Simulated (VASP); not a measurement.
# TiAl (P4/mmm) in VASP: a series of runs

Runs on TiAl. Level: LDA. Tasks: single point.

Everything below comes from runs of VASP 6.6.1. Logs are shortened: lines on timing, memory, paths and dates and some standing lists are left out, and cuts for length are marked.

## Step 1: The cell of the first run

The structure is tetragonal, space group P4/mmm (No. 123). The conventional cell has a = 2.925 Å, b = 2.925 Å, c = 3.179 Å, α = 90.00°, β = 90.00°, γ = 90.00°. Within 3.4 Å of Ti (site symmetry 4/mmm) lie 8 Al at 2.61 Å and 6 Ti at 2.92 to 3.18 Å. Within 3.4 Å of Al (site symmetry 4/mmm) lie 8 Ti at 2.61 Å and 6 Al at 2.92 to 3.18 Å.

## Step 2: Single point, LDA (strain -0.080 along x and y, +0.000 along z)

INCAR reads:

```
SYSTEM = TiAl
  PREC = Accurate
  ENCUT = 520
  EDIFF = 1E-6
  ISMEAR = 0
  SIGMA = 0.15
  LREAL = .FALSE.
  LASPH = .TRUE.
  NELM = 60
  ALGO = Fast
  ISIF = 2
  LWAVE = .FALSE.
  LCHARG = .FALSE.
  NBANDS = 14
```

KPOINTS reads:

```
Automatic mesh
0
G
  16 16 16
  0 0 0
```

POSCAR reads:

```
TiAl
1.0
    2.9247388800      0.0000000000      0.0000000000
    0.0000000000      2.9247388800      0.0000000000
    0.0000000000      0.0000000000      3.1790640000
Ti Al
1 1
Direct
    0.0000000000      0.0000000000      0.0000000000
    0.5000000000      0.5000000000      0.5000000000
```

Potentials or basis: VASP PAW LDA potentials, release 64 (Ti_sv, Al).

On the command line:

```console
$ cat potpaw_LDA.64/Ti_sv/POTCAR potpaw_LDA.64/Al/POTCAR > POTCAR
$ mpirun -np 1 vasp_std > vasp.out
```

OUTCAR:

```text
SYSTEM = TiAl
   PREC = Accurate
   ENCUT = 520
   EDIFF = 1E-6
   ISMEAR = 0
   LREAL = .FALSE.
   LASPH = .TRUE.
   NELM = 60
   ISIF = 2

 ion  position               nearest neighbor table
   1  0.000  0.000  0.000-   2 2.61   2 2.61   2 2.61   2 2.61   2 2.61   2 2.61   2 2.61   2 2.61

   2  0.500  0.500  0.500-   1 2.61   1 2.61   1 2.61   1 2.61   1 2.61   1 2.61   1 2.61   1 2.61

  LATTYP: Found a simple tetragonal cell.
 ALAT       =     2.9247388800
 C/A-ratio  =     1.0869565217

  Lattice vectors:

 A1 = (   2.9247388800,   0.0000000000,   0.0000000000)
 A2 = (   0.0000000000,   2.9247388800,   0.0000000000)
 A3 = (   0.0000000000,   0.0000000000,   3.1790640000)

Analysis of symmetry for initial positions (statically):
=====================================================================
 Subroutine PRICEL returns:
 Original cell was already a primitive cell.

 Routine SETGRP: Setting up the symmetry group for a
 simple tetragonal supercell.

 Subroutine GETGRP returns: Found 16 space group operations
 (whereof 16 operations were pure point group operations)
 out of a pool of 16 trial point group operations.

The static configuration has the point symmetry D_4h.

Analysis of symmetry for dynamics (positions and initial velocities):
=====================================================================
 Subroutine PRICEL returns:
 Original cell was already a primitive cell.

 Routine SETGRP: Setting up the symmetry group for a
 simple tetragonal supercell.

 Subroutine GETGRP returns: Found 16 space group operations
 (whereof 16 operations were pure point group operations)
 out of a pool of 16 trial point group operations.

The dynamic configuration has the point symmetry D_4h.

 Subroutine INISYM returns: Found 16 space group operations
 (whereof 16 operations are pure point group operations),
 and found     1 'primitive' translations

----------------------------------------------------------------------------------------

                                     Primitive cell

  volume of cell :      27.1940

  direct lattice vectors                    reciprocal lattice vectors
     2.924738880  0.000000000  0.000000000     0.341910865  0.000000000  0.000000000
     0.000000000  2.924738880  0.000000000     0.000000000  0.341910865  0.000000000
     0.000000000  0.000000000  3.179064000     0.000000000  0.000000000  0.314557996

  length of vectors
     2.924738880  2.924738880  3.179064000     0.341910865  0.341910865  0.314557996

  position of ions in fractional coordinates (direct lattice)
     0.000000000  0.000000000  0.000000000
     0.500000000  0.500000000  0.500000000

  ion indices of the primitive-cell ions
   primitive index   ion index
                 1           1
                 2           2

----------------------------------------------------------------------------------------

 KPOINTS: Automatic mesh

Automatic generation of k-mesh.
 Grid dimensions read from file:
 generate k-points for:   16   16   16

 Generating k-lattice:

  Cartesian coordinates                     Fractional coordinates (reciprocal lattice)
     0.021369429  0.000000000  0.000000000     0.062500000  0.000000000  0.000000000
     0.000000000  0.021369429  0.000000000     0.000000000  0.062500000  0.000000000
     0.000000000  0.000000000  0.019659875     0.000000000  0.000000000  0.062500000

  Length of vectors
     0.021369429  0.021369429  0.019659875

  Shift w.r.t. Gamma in fractional coordinates (k-lattice)
     0.000000000  0.000000000  0.000000000

 Subroutine IBZKPT returns following result:
 ===========================================

 Found    405 irreducible k-points:

 Following reciprocal coordinates:
            Coordinates               Weight
  0.000000  0.000000  0.000000      1.000000
  0.062500  0.000000  0.000000      4.000000
  0.125000  0.000000  0.000000      4.000000
  0.187500  0.000000  0.000000      4.000000
  0.250000  0.000000  0.000000      4.000000
  0.312500  0.000000  0.000000      4.000000
[... 16 lines left out ...]
  0.437500  0.125000  0.000000      8.000000
  0.500000  0.125000  0.000000      4.000000
 [... further k-points ...]
   k-points           NKPTS =    405   k-points in BZ     NKDIM =    405   number of bands    NBANDS=     14
   number of dos      NEDOS =    301   number of ions     NIONS =      2
   total plane-waves  NPLWV =  13824
   dimension x,y,z NGX =    24 NGY =   24 NGZ =   24
   dimension x,y,z NGXF=    48 NGYF=   48 NGZF=   48
   ions per type =               1   1
   NGX,Y,Z   is equivalent  to a cutoff of  13.64, 13.64, 12.55 a.u.
   NGXF,Y,Z  is equivalent  to a cutoff of  27.28, 27.28, 25.10 a.u.
 SYSTEM =  TiAl
   PREC   = accura    normal or accurate (medium, high low for compatibility)
   ISTART =      0    job   : 0-new  1-cont  2-samecut
   ICHARG =      2    charge: 1-file 2-atom 10-const
   ISPIN  =      1    spin polarized calculation?
   LNONCOLLINEAR =      F non collinear calculations
   LSORBIT =      F    spin-orbit coupling
   LASPH  =      T    aspherical Exc in radial PAW
   ENCUT  =  520.0 eV  38.22 Ry    6.18 a.u.   5.44  5.44  5.91*2*pi/ulx,y,z
   NELM   =     60;   NELMIN=  2; NELMDL= -5     # of ELM steps
   EDIFF  = 0.1E-05   stopping-criterion for ELM
   LREAL  =      F    real-space projection
   EDIFFG = 0.1E-04   stopping-criterion for IOM
   NSW    =      0    number of steps for IOM
   IBRION =     -1    ionic relax: 0-MD 1-quasi-New 2-CG
   NFREE  =      0    steps in history (QN), initial steepest desc. (CG)
   ISIF   =      2    stress and relaxation
   ISYM   =      2    0-nonsym 1-usesym 2-fastsym
   POTIM  = 0.5000    time-step for ionic-motion
   TEBEG  =    0.0;   TEEND  =   0.0 temperature during run
   PSTRESS=    0.0 pullay stress
   NELECT =      15.0000    total number of electrons
   NUPDOWN=      -1.0000    fix difference up-down
   EMIN   =  10.00;   EMAX   =-10.00  energy-range for DOS
   EFERMI =   0.00;   METHOD = LEGACY
   ISMEAR =     0;   SIGMA  =   0.15  broadening in eV -4-tet -1-fermi 0-gaus
   EFERMI_NEDOS =   21; number of points for ismear=-14 and -15
   IALGO  =     68    algorithm
   IMIX   =      4    mixing-type and parameters
     AMIX     =   0.40;   BMIX     =  1.00
     AMIX_MAG =   1.60;   BMIX_MAG =  1.00
  volume/ion in A,a.u.               =      13.60        91.76
  Fermi-wavevector in a.u.,A,eV,Ry     =   1.342602  2.537151 24.525607  1.802581
  Thomas-Fermi vector in A             =   2.470743
   LORBIT       =      0    0 simple, 1 ext, 2 COOP (PROOUT), +10 PAW based schemes
   GGA     = CA    functional components
   LHFCALC =     F    Hartree Fock is set to
   AEXX    =    0.0000 exact exchange contribution
   IVDW    =     0    specifies the selected vdW correction
   LEPSILON=     F    determine dielectric tensor
   LRPA    =     F    only Hartree local field effects (RPA)
 non-spin polarized calculation
 RMM-DIIS sequential band-by-band and
 Gauss-broadening in eV      SIGMA  =   0.15
  energy-cutoff  :      520.00
  volume of cell :       27.19
 maximum number of plane-waves:       764
 NGX is ok and might be reduce to    24
   NGX = 11   NGY = 11   NGZ = 11

 number of electron      15.0000001 magnetization

 Free energy of the ion-electron system (eV)
  ---------------------------------------------------
  ext. energy  EPLUGINS =         0.00000000
  ---------------------------------------------------
  free energy    TOTEN  =       -13.17198694 eV

  energy without entropy =      -13.14768491  energy(sigma->0) =      -13.15983592

 E-fermi :  10.3314     XC(G=0): -12.0604

 val. band max:       10.3312384817   @ k =   0.1875   0.1875   0.3750
 cond. band min:      10.3321552518   @ k =   0.3125   0.2500   0.2500
 fundamental gap:      0.0009167701
 Fermi energy:        10.3314137042

 k-point     1 :       0.0000    0.0000    0.0000
  band No.  band energies     occupation
      1     -45.4571      2.00000
      2     -22.1102      2.00000
      3     -21.9585      2.00000
      4     -21.9585      2.00000
      5       0.4742      2.00000
      6       8.3922      2.00000
      7       8.6761      2.00000
      8      12.4330      0.00000
      9      12.4330      0.00000
     10      12.8999      0.00000
     11      14.1324      0.00000
     12      16.5691      0.00000
     13      16.5691      0.00000
     14      20.1675      0.00000

 k-point     2 :       0.0625    0.0000    0.0000
  band No.  band energies     occupation
      1     -45.4554      2.00000
      2     -22.1086      2.00000
      3     -21.9744      2.00000
      4     -21.9571      2.00000
      5       0.5502      2.00000
      6       8.4238      2.00000
      7       8.6807      2.00000
      8      12.1886      0.00000
      9      12.4451      0.00000
     10      12.7801      0.00000
     11      14.4169      0.00000
     12      16.1750      0.00000
     13      16.7290      0.00000
     14      20.2193      0.00000

 k-point     3 :       0.1250    0.0000    0.0000
  band No.  band energies     occupation
      1     -45.4505      2.00000
      2     -22.1041      2.00000
      3     -22.0194      2.00000
      4     -21.9532      2.00000
      5       0.7759      2.00000
      6       8.4834      2.00000
      7       8.6963      2.00000
      8      11.7009      0.00000
      9      12.4786      0.00000
     10      12.4798      0.00000
     11      15.0275      0.00000
     12      15.3791      0.00000
     13      17.1537      0.00000
     14      19.8066      0.00000

 k-point     4 :       0.1875    0.0000    0.0000
  band No.  band energies     occupation
      1     -45.4432      2.00000
      2     -22.0974      2.00000
      3     -22.0863      2.00000
      4     -21.9472      2.00000
      5       1.1447      2.00000
      6       8.3911      2.00000
      7       8.8072      2.00000
      8      11.1898      0.00000
      9      12.1002      0.00000
     10      12.5324      0.00000
     11      14.6474      0.00000
     12      15.7522      0.00000
     13      17.7471      0.00000
     14      19.3218      0.00000

 k-point     5 :       0.2500    0.0000    0.0000
  band No.  band energies     occupation
      1     -45.4346      2.00000
      2     -22.1643      2.00000
      3     -22.0895      2.00000
      4     -21.9402      2.00000
      5       1.6465      2.00000
      6       8.0215      2.00000
      7       9.0180      2.00000
      8      10.7280      0.00018
      9      11.7232      0.00000
     10      12.5956      0.00000
     11      14.2126      0.00000
[... 276 lines left out ...]
 k-point    22 :       0.3750    0.1250    0.0000
  band No.  band energies     occupation
      1     -45.4123      2.00000
      2     -22.2977      2.00000
      3     -22.0688      2.00000
      4     -21.9845      2.00000
      5       3.2307      2.00000
      6       6.7272      2.00000
      7       9.5410      2.00000
      8      10.1600      1.89385
      9      10.8212      0.00000
     10      12.2764      0.00000
     11      14.2783      0.00000
     12      17.6971      0.00000
     13      18.7091      0.00000
     14      18.9402      0.00000

 k-point    23 :       0.4375    0.1250    0.0000
  band No.  band energies     occupation
      1     -45.4074      2.00000
      2     -22.3403      2.00000
      3     -22.0643      2.00000
      4     -21.9801      2.00000
      5       4.0120      2.00000
      6       5.8499      2.00000
      7       9.7736      2.00000
      8       9.9914      1.99865
      9      10.6090      0.00886
     10      12.3242      0.00000
     11      14.4240      0.00000
     12      17.5499      0.00000
     13      19.5130      0.00000
     14      19.5348      0.00000

 k-point    24 :       0.5000    0.1250    0.0000
  band No.  band energies     occupation
      1     -45.4057      2.00000
      2     -22.3552      2.00000
      3     -22.0627      2.00000
      4     -21.9785      2.00000
      5       4.6591      2.00000
      6       5.1655      2.00000
      7       9.8859      1.99997
      8       9.9342      1.99982
      9      10.5040      0.10361
     10      12.3414      0.00000
     11      14.4963      0.00000
     12      17.4633      0.00000
     13      20.0287      0.00000
     14      20.1838      0.00000

 [... further k-points ...]

------------------------ aborting loop because EDIFF is reached ----------------------------------------

  FORCE on cell =-STRESS in cart. coord.  units (eV):
  Direction    XX          YY          ZZ          XY          YZ          ZX
  --------------------------------------------------------------------------------------
  -------------------------------------------------------------------------------------
  Total        2.6968084      2.6968084      3.9861924      0.0000000      0.0000000      0.0000000
  in kB      158.8865735    158.8865735    234.8525997      0.0000000      0.0000000      0.0000000
  external PRESSURE =     184.2085822 kB  Pullay stress =       0.0000000 kB

 VOLUME and BASIS-vectors are now :
 -----------------------------------------------------------------------------
  energy-cutoff  :      520.00
  volume of cell :       27.19
      direct lattice vectors                 reciprocal lattice vectors
     2.924738880  0.000000000  0.000000000     0.341910865  0.000000000  0.000000000
     0.000000000  2.924738880  0.000000000     0.000000000  0.341910865  0.000000000
     0.000000000  0.000000000  3.179064000     0.000000000  0.000000000  0.314557996

 POSITION                                       TOTAL-FORCE (eV/Angst)
 -----------------------------------------------------------------------------------
      0.00000      0.00000      0.00000         0.000000      0.000000      0.000000
      1.46237      1.46237      1.58953         0.000000      0.000000      0.000000
 -----------------------------------------------------------------------------------
    total drift:                                0.000000      0.000000      0.000000

  FREE ENERGIE OF THE ION-ELECTRON SYSTEM (eV)
  ---------------------------------------------------
  free  energy   TOTEN  =       -13.1719869385 eV

  energy  without entropy=      -13.1476849073  energy(sigma->0) =      -13.15983592
```

Wall time 3.5 min (1 thread of Intel Xeon 8259CL, shared host); peak memory 0.26 GiB.

What came out:

```yaml
Free_energy: -13.1720 eV
Pressure: 18.4 GPa
Band_gap_on_the_k_mesh: zero (an odd number of electrons rules out a gap without spin polarisation)
```

Caveat: the cell differs from its parent crystal (strain -0.080 along x and y, +0.000 along z); the stress differs along the axes, from 16 to 23 GPa.

## Step 3: Single point, LDA (strain -0.080 along x and y, +0.040 along z)

INCAR reads:

```
ALGO = Fast
EDIFF = 1E-6
ENCUT = 520
ISIF = 2
ISMEAR = 0
LASPH = True
LCHARG = False
LREAL = False
LWAVE = False
NBANDS = 14
NELM = 100
PREC = Accurate
SIGMA = 0.15
```

KPOINTS reads:

```
k-points
0
Gamma
  16 16 16
```

Edit POSCAR of step 2 so:

```diff
@@ -4,3 +4,3 @@
     0.0000000000      2.9247388800      0.0000000000
-    0.0000000000      0.0000000000      3.1790640000
+    0.0000000000      0.0000000000      3.3062265600
 Ti Al
```

Potentials or basis: VASP PAW LDA potentials, release 64 (Ti_sv, Al).

On the command line:

```console
$ cat potpaw_LDA.64/Ti_sv/POTCAR potpaw_LDA.64/Al/POTCAR > POTCAR
$ mpirun -np 1 vasp_std > vasp.out
```

Run time: 4.5 min. Hardware: 1 thread of Intel Xeon 8259CL, shared host; peak memory 0.27 GiB.

Results (log left out):

```
Free energy            : -13.3123 eV
Pressure               : 11.3 GPa
Band gap on the k mesh : zero (an odd number of electrons rules out a gap without spin polarisation)
```

Stress tensor (GPa, compression positive):
```
 8.04  0.00  0.00
 0.00  8.04  0.00
 0.00  0.00 17.80
```

Levels at points of the mesh, in eV from the Fermi level:
```tsv
k point	band 6	band 7	band 8	band 9	band 10	band 11
(0.00, 0.00, 0.00)	-1.85	-1.44	2.04	2.04	2.66	3.01
(0.50, 0.00, 0.00)	-5.29	-0.73	-0.50	0.81	2.37	4.22
(0.50, 0.50, 0.00)	-1.45	-1.45	-1.32	0.19	0.19	3.81
(0.00, 0.00, 0.50)	-5.49	-0.76	0.77	0.77	2.57	2.78
(0.50, 0.00, 0.50)	-2.47	-1.67	-1.52	1.11	1.39	2.87
(0.50, 0.50, 0.50)	-3.30	-3.30	1.58	3.03	3.09	3.82
```

Caveat: the cell differs from its parent crystal (strain -0.080 along x and y, +0.040 along z); the stress differs along the axes, from 8 to 18 GPa.

## Step 4: Single point, LDA (strain -0.080 along x and y, +0.080 along z)

INCAR reads:

```
PREC = Accurate ; ENCUT = 520
EDIFF = 1E-6 ; ISMEAR = 0
SIGMA = 0.15 ; LREAL = False
LASPH = True ; NELM = 60
ALGO = Fast ; ISIF = 2
LWAVE = False ; LCHARG = False
NBANDS = 14
```

KPOINTS reads:

```
regular mesh
0
Gamma
  16 16 16
```

Edit POSCAR of step 3 so:

```diff
@@ -4,3 +4,3 @@
     0.0000000000      2.9247388800      0.0000000000
-    0.0000000000      0.0000000000      3.3062265600
+    0.0000000000      0.0000000000      3.4333891200
 Ti Al
```

On the command line:

```console
$ cat potpaw_LDA.64/Ti_sv/POTCAR potpaw_LDA.64/Al/POTCAR > POTCAR
$ mpirun -np 1 vasp_std > vasp.out
```

It took 5.3 min on 1 thread of Intel Xeon 8259CL, shared host; peak memory 0.28 GiB.

Results (log left out):

```
Free energy            : -13.4149 eV
Pressure               : 5.4 GPa
Band gap on the k mesh : zero (an odd number of electrons rules out a gap without spin polarisation)
```

Stress tensor (GPa, compression positive):
```
 1.96  0.00  0.00
 0.00  1.96  0.00
 0.00  0.00 12.30
```

Levels at points of the mesh, in eV from the Fermi level:
```tsv
k point	band 5	band 6	band 7	band 8	band 9	band 10	band 11	band 12
(0.00, 0.00, 0.00)	-9.44	-1.76	-1.26	2.00	2.00	2.33	2.74	6.65
(0.50, 0.00, 0.00)	-5.35	-5.10	-0.92	-0.40	0.98	2.34	4.21	6.47
(0.50, 0.50, 0.00)	-4.39	-1.28	-1.28	-1.15	0.09	0.09	3.82	5.77
(0.00, 0.00, 0.50)	-6.90	-5.37	-0.70	0.95	0.95	2.17	2.82	7.17
(0.50, 0.00, 0.50)	-5.33	-2.55	-1.56	-1.42	1.23	1.55	2.57	5.33
(0.50, 0.50, 0.50)	-3.13	-3.09	-3.09	1.47	2.80	2.96	3.82	3.82
```

Caveat: the cell differs from its parent crystal (strain -0.080 along x and y, +0.080 along z); the stress differs along the axes, from 2 to 12 GPa.

## Step 5: Overview

```csv
cell,gap on the mesh (eV),pressure (GPa)
"a = 2.925, b = 2.925, c = 3.179 Å, 2 atoms",none,18.4
"a = 2.925, b = 2.925, c = 3.306 Å, 2 atoms",none,11.3
"a = 2.925, b = 2.925, c = 3.433 Å, 2 atoms",none,5.4
```

Alike in all rows: task single point; level LDA; potentials or basis VASP PAW LDA potentials, release 64 (Ti_sv, Al); no spin polarisation; k mesh 16 × 16 × 16; cutoff (eV) 520; smearing gaussian 0.15 eV.

Caveats: the stress differs along the axes, from 16 to 23 GPa (at least some runs); the stress differs along the axes, from 8 to 18 GPa (at least some runs); the stress differs along the axes, from 2 to 12 GPa (at least some runs).

Absolute energies hang on the potentials; compare differences alone.
